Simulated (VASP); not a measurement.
# K (I4/mmm) in VASP: a series of runs, part 3 of 3

VASP 6.6.1. Earlier steps stand in the parts before.

## Step 6: Single point, PBEsol (strain +0.050 along x and y, +0.000 along z)

INCAR reads:

```
SYSTEM = K
PREC = Accurate ; ENCUT = 520
EDIFF = 1E-7 ; ISMEAR = 0
SIGMA = 0.15 ; LREAL = .FALSE.
LASPH = .TRUE. ; NELM = 100
ALGO = Fast ; ISIF = 2
LWAVE = .FALSE. ; LCHARG = .TRUE.
GGA = PS ; LELF = .TRUE.
LVHAR = .TRUE. ; NBANDS = 10
```

KPOINTS reads:

```
regular mesh
0
G
  14 14 14
  0 0 0
```

POSCAR reads:

```
K
1.0
   -2.7489000000      2.7489000000      2.6180000000
    2.7489000000     -2.7489000000      2.6180000000
    2.7489000000      2.7489000000     -2.6180000000
K
1
Direct
    0.0000000000      0.0000000000      0.0000000000
```

Potentials or basis: VASP PAW PBE potentials, release 64 (K_sv).

On the command line:

```sh
$ cat potpaw_PBE.64/K_sv/POTCAR > POTCAR
$ mpirun -np 1 vasp_std > vasp.out
```

OUTCAR:

```text
SYSTEM = K
   PREC = Accurate
   ENCUT = 520
   EDIFF = 1E-7
   ISMEAR = 0
   LREAL = .FALSE.
   LASPH = .TRUE.
   NELM = 100
   ISIF = 2
   GGA = PS

 ion  position               nearest neighbor table
   1  0.000  0.000  0.000-

  LATTYP: Found a body centered tetragonal cell.
 ALAT       =     5.4978000000
 C/A-ratio  =     0.9523809524

  Lattice vectors:

 A1 = (  -2.7489000000,   2.7489000000,   2.6180000000)
 A2 = (   2.7489000000,  -2.7489000000,   2.6180000000)
 A3 = (   2.7489000000,   2.7489000000,  -2.6180000000)

Analysis of symmetry for initial positions (statically):
=====================================================================
 Subroutine PRICEL returns:
 Original cell was already a primitive cell.

 Routine SETGRP: Setting up the symmetry group for a
 body centered tetragonal supercell.

 Subroutine GETGRP returns: Found 16 space group operations
 (whereof 16 operations were pure point group operations)
 out of a pool of 16 trial point group operations.

The static configuration has the point symmetry D_4h.

[... 164 lines left out ...]
 Fermi energy:        -0.3132898925

 k-point     1 :       0.0000    0.0000    0.0000
  band No.  band energies     occupation
      1     -32.3606      2.00000
      2     -15.8745      2.00000
      3     -15.8744      2.00000
      4     -15.8744      2.00000
      5      -2.3711      2.00000
      6       3.7524      0.00000
      7       3.9931      0.00000
      8       3.9931      0.00000
      9       4.6218      0.00000
     10       4.9360      0.00000
[... 287 lines left out ...]
 k-point    24 :       0.2857    0.1429    0.0000
  band No.  band energies     occupation
      1     -32.3579      2.00000
      2     -15.9170      2.00000
      3     -15.8909      2.00000
      4     -15.8787      2.00000
      5      -0.7526      1.99997
      6       1.6638      0.00000
      7       2.5451      0.00000
      8       4.2994      0.00000
      9       4.6818      0.00000
     10       5.2775      0.00000

 [... further k-points ...]

------------------------ aborting loop because EDIFF is reached ----------------------------------------

  FORCE on cell =-STRESS in cart. coord.  units (eV):
  Direction    XX          YY          ZZ          XY          YZ          ZX
  --------------------------------------------------------------------------------------
  -------------------------------------------------------------------------------------
  Total       -0.1734142     -0.1734142     -0.1538843      0.0000000      0.0000000      0.0000000
  in kB       -3.5111364     -3.5111364     -3.1157119      0.0000000      0.0000000      0.0000000
  external PRESSURE =      -3.3793283 kB  Pullay stress =       0.0000000 kB

 VOLUME and BASIS-vectors are now :
 -----------------------------------------------------------------------------
  energy-cutoff  :      520.00
  volume of cell :       79.13
      direct lattice vectors                 reciprocal lattice vectors
    -2.748900000  2.748900000  2.618000000     0.000000000  0.181890938  0.190985485
     2.748900000 -2.748900000  2.618000000     0.181890938  0.000000000  0.190985485
     2.748900000  2.748900000 -2.618000000     0.181890938  0.181890938  0.000000000

 POSITION                                       TOTAL-FORCE (eV/Angst)
 -----------------------------------------------------------------------------------
      0.00000      0.00000      0.00000        -0.000000     -0.000000     -0.000000
 -----------------------------------------------------------------------------------
    total drift:                               -0.000000      0.000000      0.000000

  FREE ENERGIE OF THE ION-ELECTRON SYSTEM (eV)
  ---------------------------------------------------
  free  energy   TOTEN  =        -1.1284393126 eV

  energy  without entropy=       -1.1194292400  energy(sigma->0) =       -1.12393428
```

OSZICAR:

```text
N       E                     dE             d eps       ncg     rms          rms(c)
DAV:   1     0.464272451656E+02    0.46427E+02   -0.35071E+03  4880   0.677E+02
DAV:   2     0.559591031720E+00   -0.45868E+02   -0.45161E+02  5218   0.189E+02
DAV:   3    -0.107625670031E+01   -0.16358E+01   -0.16311E+01  7722   0.289E+01
DAV:   4    -0.112896928408E+01   -0.52713E-01   -0.52600E-01  6708   0.424E+00
DAV:   5    -0.112993875651E+01   -0.96947E-03   -0.96929E-03  7474   0.447E-01    0.175E+00
RMM:   6    -0.112860938521E+01    0.13294E-02   -0.21661E-03  6761   0.326E-01    0.114E+00
RMM:   7    -0.112834155271E+01    0.26783E-03   -0.51859E-03  7160   0.457E-01    0.759E-02
RMM:   8    -0.112840489805E+01   -0.63345E-04   -0.78700E-04  7725   0.248E-01    0.303E-02
RMM:   9    -0.112843617555E+01   -0.31277E-04   -0.95197E-05  7953   0.774E-02    0.153E-02
RMM:  10    -0.112843738387E+01   -0.12083E-05   -0.41245E-05  8068   0.396E-02    0.485E-03
RMM:  11    -0.112843830856E+01   -0.92469E-06   -0.66073E-06  8835   0.152E-02    0.384E-03
RMM:  12    -0.112843896727E+01   -0.65870E-06   -0.28700E-06  8585   0.837E-03    0.294E-03
RMM:  13    -0.112843912025E+01   -0.15298E-06   -0.98622E-07  7808   0.514E-03    0.834E-04
RMM:  14    -0.112843923180E+01   -0.11155E-06   -0.44147E-07  7145   0.352E-03    0.424E-04
RMM:  15    -0.112843931260E+01   -0.80804E-07   -0.20890E-07  6401   0.251E-03
   1 F= -.11284393E+01 E0= -.11239343E+01  d E =-.901007E-02
```

stdout:

```text
POSCAR found type information on POSCAR K
 POSCAR found :  1 types and       1 ions
 scaLAPACK will be used
 -----------------------------------------------------------------------------
|                                                                             |
|                                                                             |
|     You enforced a specific xc type in the INCAR file but a different       |
|     I HOPE YOU KNOW WHAT YOU ARE DOING!                                     |
|                                                                             |
 -----------------------------------------------------------------------------

 LDA part: xc-table for (Slater+PW92), standard interpolation
 POSCAR, INCAR and KPOINTS ok, starting setup
 FFT: planning ... GRIDC
 FFT: planning ... GRID_SOFT
 FFT: planning ... GRID
 WAVECAR not read
 entering main loop
WARNING in EDDRMM: call to ZHEGV failed, returncode =   8  4      6
WARNING in EDDRMM: call to ZHEGV failed, returncode =   8  4      7
WARNING in EDDRMM: call to ZHEGV failed, returncode =   8  4      7
WARNING in EDDRMM: call to ZHEGV failed, returncode =   8  4      7
WARNING in EDDRMM: call to ZHEGV failed, returncode =   8  4      6
WARNING in EDDRMM: call to ZHEGV failed, returncode =   6  3      6
WARNING in EDDRMM: call to ZHEGV failed, returncode =   8  4      7
WARNING in EDDRMM: call to ZHEGV failed, returncode =   8  4      8
WARNING in EDDRMM: call to ZHEGV failed, returncode =   8  4      7
WARNING in EDDRMM: call to ZHEGV failed, returncode =   8  4      6
```

Run time: 1.9 min. Hardware: 1 thread of Intel Xeon 6975P-C (Granite Rapids), shared host; peak memory 0.33 GiB.

What came out:

- Free energy: -1.1284 eV
- Pressure: -0.3 GPa
- Band gap on the k mesh: zero (an odd number of electrons rules out a gap without spin polarisation)

Caveat: the cell differs from its parent crystal (strain +0.050 along x and y, +0.000 along z); the PAW data sets were made with another functional, which shifts forces and pressure a little.

## Step 7: The runs side by side

```tsv
cell	further INCAR settings	gap on the mesh (eV)	pressure (GPa)
a = 4.574 Å, angles 108.1, 108.1, 112.1°, 1 atom	ALGO = Fast; EDIFF = 1e-06; NBANDS = 10	none	-0.1
a = 4.611 Å, angles 110.8, 110.8, 106.8°, 1 atom	ALGO = Fast; EDIFF = 1e-06; NBANDS = 10	none	-0.2
a = 4.615 Å, angles 106.9, 106.9, 114.8°, 1 atom	ALGO = Fast; EDIFF = 1e-06; NBANDS = 10	none	-0.2
a = 4.651 Å, angles 107.5, 107.5, 113.4°, 1 atom	ALGO = Fast; EDIFF = 1e-06; NBANDS = 10	none	-0.3
a = 4.687 Å, angles 108.2, 108.2, 112.1°, 1 atom	ALGO = Fast; EDIFF = 1e-07; NBANDS = 10	none	-0.3
```

Alike in all rows: task single point; level PBEsol; potentials or basis VASP PAW PBE potentials, release 64 (K_sv); no spin polarisation; k mesh 14 × 14 × 14; cutoff (eV) 520; smearing gaussian 0.15 eV.

Caveats: the PAW data sets were made with another functional, which shifts forces and pressure a little.

Total energies depend on the potentials used, so only differences within one code and one set of settings carry meaning.
